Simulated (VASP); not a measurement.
# C (P6_3/mmc) in VASP: further runs, part 2 of 2

VASP 6.6.1.

**3. Single point, LDA (mode 21 frozen in at +0.060 Å, strain +e along z and -e/2 along x and y +0.0233)**

The COD entry that gives the cell may itself be a prediction, so a difference from it is no test against experiment.

INCAR reads:

```
SYSTEM = C
ALGO     = Normal         ! electronic algorithm
EDIFF    = 1E-6           ! SCF threshold, eV
ENCUT    = 520            ! plane-wave cutoff, eV
ISIF     = 2              ! what is computed and relaxed
ISMEAR   = 0              ! smearing method
LASPH    = .True.         ! aspherical terms in the spheres
LCHARG   = .False.        ! write CHGCAR
LREAL    = .False.        ! projectors in reciprocal space
LWAVE    = .False.        ! write WAVECAR
NBANDS   = 26             ! bands
NELM     = 100            ! most SCF steps
PREC     = Accurate       ! precision mode
SIGMA    = 0.05           ! smearing width, eV
```

KPOINTS reads:

```
k-points
0
Gamma
  12 12 4
  0 0 0
```

POSCAR reads:

```
C
1.0
    2.4606208111      0.0000000000      0.0000000000
   -1.2303104055      2.1309601315      0.0000000000
    0.0000000000      0.0000000000      8.4056584863
C
8
Direct
    0.0000000000      0.0000000000      0.1002408971
    0.0000000000      0.0000000000      0.6002408971
    0.0000000000      0.0000000000      0.3997591029
    0.0000000000      0.0000000000      0.8997591029
    0.3333333333      0.6666666667      0.1498652280
    0.6666666667      0.3333333333      0.6498652280
    0.3333333333      0.6666666667      0.3501347720
    0.6666666667      0.3333333333      0.8501347720
```

Potentials or basis: VASP PAW LDA potentials, release 64 (C).

The run is started by

```bash
$ cat potpaw_LDA.64/C/POTCAR > POTCAR
$ mpirun -np 1 vasp_std > vasp.out
```

OUTCAR:

```text
SYSTEM = C
   EDIFF = 1E-6
   ENCUT = 520
   ISIF = 2
   ISMEAR = 0
   LASPH = .True.
   LREAL = .False.
   NELM = 100
   PREC = Accurate

 ion  position               nearest neighbor table
   1  0.000  0.000  0.100-   5 1.48   5 1.48   5 1.48   4 1.69
   2  0.000  0.000  0.600-   6 1.48   6 1.48   6 1.48   3 1.69
   3  0.000  0.000  0.400-   7 1.48   7 1.48   7 1.48   2 1.69
   4  0.000  0.000  0.900-   8 1.48   8 1.48   8 1.48   1 1.69
   5  0.333  0.667  0.150-   1 1.48   1 1.48   1 1.48   7 1.68
   6  0.667  0.333  0.650-   2 1.48   2 1.48   2 1.48   8 1.68
   7  0.333  0.667  0.350-   3 1.48   3 1.48   3 1.48   5 1.68
   8  0.667  0.333  0.850-   4 1.48   4 1.48   4 1.48   6 1.68

  LATTYP: Found a hexagonal cell.
 ALAT       =     2.4606208111
 C/A-ratio  =     3.4160722564

  Lattice vectors:

 A1 = (   2.4606208111,   0.0000000000,   0.0000000000)
 A2 = (  -1.2303104055,   2.1309601315,   0.0000000000)
 A3 = (   0.0000000000,   0.0000000000,   8.4056584863)

Analysis of symmetry for initial positions (statically):
=====================================================================
[... 185 lines left out ...]

 E-fermi :  12.2586     XC(G=0): -13.6290

 val. band max:       11.9692377343   @ k =   0.0000   0.0000   0.0000
 cond. band min:      13.2655425066   @ k =   0.0000   0.0000   0.0000
 fundamental gap:      1.2963047722
 Fermi energy:        12.2585898967

 k-point     1 :       0.0000    0.0000    0.0000
  band No.  band energies     occupation
      1     -11.6355      2.00000
      2     -10.0302      2.00000
      3      -9.9822      2.00000
      4      -6.4930      2.00000
      5      -2.9558      2.00000
      6       3.4275      2.00000
[... 685 lines left out ...]
     25      21.7076      0.00000
     26      22.3658      0.00000

 [... further k-points ...]
[... 5 lines left out ...]
  --------------------------------------------------------------------------------------
  -------------------------------------------------------------------------------------
  Total        6.0559900      6.0559900     -3.7536114      0.0000000      0.0000000     -0.0000000
  in kB      220.1425388    220.1425388   -136.4483021      0.0000000      0.0000000     -0.0000000
  external PRESSURE =     101.2789252 kB  Pullay stress =       0.0000000 kB

 VOLUME and BASIS-vectors are now :
 -----------------------------------------------------------------------------
  energy-cutoff  :      520.00
  volume of cell :       44.07
      direct lattice vectors                 reciprocal lattice vectors
     2.460620811  0.000000000  0.000000000     0.406401505  0.234636018  0.000000000
    -1.230310406  2.130960132  0.000000000     0.000000000  0.469272036  0.000000000
     0.000000000  0.000000000  8.405658486     0.000000000  0.000000000  0.118967479

 POSITION                                       TOTAL-FORCE (eV/Angst)
 -----------------------------------------------------------------------------------
      0.00000      0.00000      0.84259        -0.000000     -0.000000     -3.282184
      0.00000      0.00000      5.04542         0.000000      0.000000     -3.282184
      0.00000      0.00000      3.36024        -0.000000     -0.000000      3.282184
      0.00000      0.00000      7.56307        -0.000000      0.000000      3.282184
     -0.00000      1.42064      1.25972         0.000000      0.000000      2.698827
      1.23031      0.71032      5.46255        -0.000000     -0.000000      2.698827
     -0.00000      1.42064      2.94311         0.000000      0.000000     -2.698827
      1.23031      0.71032      7.14594        -0.000000     -0.000000     -2.698827
 -----------------------------------------------------------------------------------
    total drift:                                0.000000      0.000000      0.000000

  FREE ENERGIE OF THE ION-ELECTRON SYSTEM (eV)
  ---------------------------------------------------
  free  energy   TOTEN  =       -80.0301155941 eV

  energy  without entropy=      -80.0301155941  energy(sigma->0) =      -80.03011559
```

It took 50 s on 1 thread of Intel Xeon Platinum 8259CL at 2.50GHz (Skylake/Cascade Lake), shared host; peak memory 0.16 GiB.

What came out:

```
Free energy            : -80.0301 eV
Pressure               : 10.1 GPa
Largest force          : 3.282 eV/Å
Band gap on the k mesh : 1.30 eV, direct
```

Forces on the atoms (eV/Å):
```
C    0.000  0.000 -3.282
C    0.000  0.000 -3.282
C    0.000  0.000  3.282
C    0.000  0.000  3.282
C    0.000  0.000  2.699
C    0.000  0.000  2.699
C    0.000  0.000 -2.699
C    0.000  0.000 -2.699
```

Stress tensor (GPa, compression positive):
```
 22.01   0.00   0.00
  0.00  22.01   0.00
  0.00   0.00 -13.64
```

Levels at points of the mesh, in eV from the valence-band top:
| k point | band 13 | band 14 | band 15 | band 16 | band 17 | band 18 | band 19 | band 20 |
| --- | --- | --- | --- | --- | --- | --- | --- | --- |
| (0.00, 0.00, 0.00) | -3.72 | -2.62 | -2.62 | 0.00 | 1.30 | 4.64 | 4.64 | 5.64 |
| (0.50, 0.00, 0.00) | -7.26 | -5.78 | -5.74 | -4.61 | 2.70 | 3.25 | 3.60 | 4.11 |
| (0.00, 0.00, 0.50) | -3.02 | -3.02 | -3.02 | -3.02 | 4.33 | 4.33 | 5.08 | 5.08 |
| (0.50, 0.00, 0.50) | -6.27 | -6.27 | -5.65 | -5.65 | 3.39 | 3.39 | 4.44 | 4.44 |

Caveat: the cell differs from its parent crystal (mode 21 frozen in at +0.060 Å, strain +e along z and -e/2 along x and y +0.0233); forces of over 1 eV/Å act on the atoms, so gaps and moduli don't describe the material at rest. A k mesh can miss the band edges.

**4. Single point, LDA (mode 21 frozen in at -0.036 Å, strain +e along z and -e/2 along x and y +0.0233)**

INCAR reads:

```
  PREC = Accurate
  ENCUT = 520
  EDIFF = 1E-6
  ISMEAR = 0
  SIGMA = 0.05
  LREAL = F
  LASPH = T
  NELM = 100
  ALGO = Normal
  ISIF = 2
  LWAVE = F
  LCHARG = T
  LELF = T
  LVHAR = T
  NBANDS = 26
```

KPOINTS reads:

```
Automatic mesh
0
Gamma
  12 12 4
```

POSCAR reads:

```
C
1.0
    2.4606208111      0.0000000000      0.0000000000
   -1.2303104055      2.1309601315      0.0000000000
    0.0000000000      0.0000000000      8.4056584863
C
8
Direct
    0.0000000000      0.0000000000      0.0885539126
    0.0000000000      0.0000000000      0.5885539126
    0.0000000000      0.0000000000      0.4114460874
    0.0000000000      0.0000000000      0.9114460874
    0.3333333333      0.6666666667      0.1589518456
    0.6666666667      0.3333333333      0.6589518456
    0.3333333333      0.6666666667      0.3410481544
    0.6666666667      0.3333333333      0.8410481544
```

The run is started by

```bash
$ cat potpaw_LDA.64/C/POTCAR > POTCAR
$ mpirun -np 1 vasp_std > vasp.out
```

It took 46 s on 1 thread of Intel Xeon Platinum 8259CL at 2.50GHz (Skylake/Cascade Lake), shared host; peak memory 0.16 GiB.

The run converged. Its results:

* Free energy: -80.4596 eV
* Pressure: 1.6 GPa
* Largest force: 2.815 eV/Å
* Band gap on the k mesh: 3.58 eV, indirect (least direct gap 4.63 eV)

Forces in eV/Å, atoms in the order of the input:
```
C    0.000  0.000  2.815
C    0.000  0.000  2.815
C    0.000  0.000 -2.815
C    0.000  0.000 -2.815
C    0.000  0.000 -2.115
C    0.000  0.000 -2.115
C    0.000  0.000  2.115
C    0.000  0.000  2.115
```

Stress tensor (GPa, compression positive):
```
 15.24   0.00   0.00
  0.00  15.24   0.00
  0.00   0.00 -25.63
```

Levels at points of the mesh, in eV from the valence-band top:
| k point | band 13 | band 14 | band 15 | band 16 | band 17 | band 18 | band 19 | band 20 |
| --- | --- | --- | --- | --- | --- | --- | --- | --- |
| (0.00, 0.00, 0.00) | -1.92 | -1.92 | 0.00 | 0.00 | 4.63 | 4.63 | 5.09 | 6.84 |
| (0.50, 0.00, 0.00) | -5.38 | -5.20 | -5.00 | -3.18 | 4.29 | 4.62 | 5.67 | 5.97 |
| (0.00, 0.00, 0.50) | -0.73 | -0.73 | -0.73 | -0.73 | 5.52 | 5.52 | 5.52 | 5.52 |
| (0.50, 0.00, 0.50) | -6.03 | -6.03 | -3.93 | -3.93 | 4.92 | 4.92 | 5.57 | 5.57 |

Caveat: the cell differs from its parent crystal (mode 21 frozen in at -0.036 Å, strain +e along z and -e/2 along x and y +0.0233); forces of over 1 eV/Å act on the atoms, so gaps and moduli don't describe the material at rest. A k mesh can miss the band edges.

**5. Single point, LDA (mode 21 frozen in at -0.012 Å, strain +e along z and -e/2 along x and y +0.0233)**

INCAR reads:

```
SYSTEM = C
ALGO = Normal
EDIFF = 1E-7
ENCUT = 520
GGA = CA
ISIF = 2
ISMEAR = 0
LASPH = .True.
LCHARG = .False.
LREAL = .False.
LWAVE = .False.
NBANDS = 26
NELM = 100
PREC = Accurate
SIGMA = 0.05
```

KPOINTS reads:

```
k-points
0
Gamma
  12 12 4
  0 0 0
```

POSCAR reads:

```
C
1.0
    2.4606208111      0.0000000000      0.0000000000
   -1.2303104055      2.1309601315      0.0000000000
    0.0000000000      0.0000000000      8.4056584863
C
8
Direct
    0.0000000000      0.0000000000      0.0914756587
    0.0000000000      0.0000000000      0.5914756587
    0.0000000000      0.0000000000      0.4085243413
    0.0000000000      0.0000000000      0.9085243413
    0.3333333333      0.6666666667      0.1566801912
    0.6666666667      0.3333333333      0.6566801912
    0.3333333333      0.6666666667      0.3433198088
    0.6666666667      0.3333333333      0.8433198088
```

The run is started by

```bash
$ cat potpaw_LDA.64/C/POTCAR > POTCAR
$ mpirun -np 1 vasp_std > vasp.out
```

Run time: 56 s. Hardware: 1 thread of Intel Xeon Platinum 8259CL at 2.50GHz (Skylake/Cascade Lake), shared host; peak memory 0.16 GiB.

It converged, with:

| Quantity | Value |
| --- | --- |
| Free energy | -80.7387 eV |
| Pressure | 1.9 GPa |
| Largest force | 0.831 eV/Å |
| Band gap on the k mesh | 4.40 eV, indirect (least direct gap 4.76 eV) |

Forces on the atoms (eV/Å):
```
C    0.000  0.000  0.831
C    0.000  0.000  0.831
C    0.000  0.000 -0.831
C    0.000  0.000 -0.831
C    0.000  0.000 -0.600
C    0.000  0.000 -0.600
C    0.000  0.000  0.600
C    0.000  0.000  0.600
```

Stress tensor (GPa, compression positive):
```
 16.31   0.00   0.00
  0.00  16.31   0.00
  0.00   0.00 -27.04
```

Levels at points of the mesh, in eV from the valence-band top:
```tsv
k point	band 13	band 14	band 15	band 16	band 17	band 18	band 19	band 20
(0.00, 0.00, 0.00)	-1.67	-0.89	0.00	0.00	4.76	5.36	5.36	7.22
(0.50, 0.00, 0.00)	-5.15	-5.03	-4.24	-3.18	4.90	4.96	6.06	6.20
(0.00, 0.00, 0.50)	-0.62	-0.62	-0.62	-0.62	6.12	6.12	6.12	6.12
(0.50, 0.00, 0.50)	-5.26	-5.26	-3.84	-3.84	5.27	5.27	6.25	6.25
```

Caveat: the cell differs from its parent crystal (mode 21 frozen in at -0.012 Å, strain +e along z and -e/2 along x and y +0.0233).
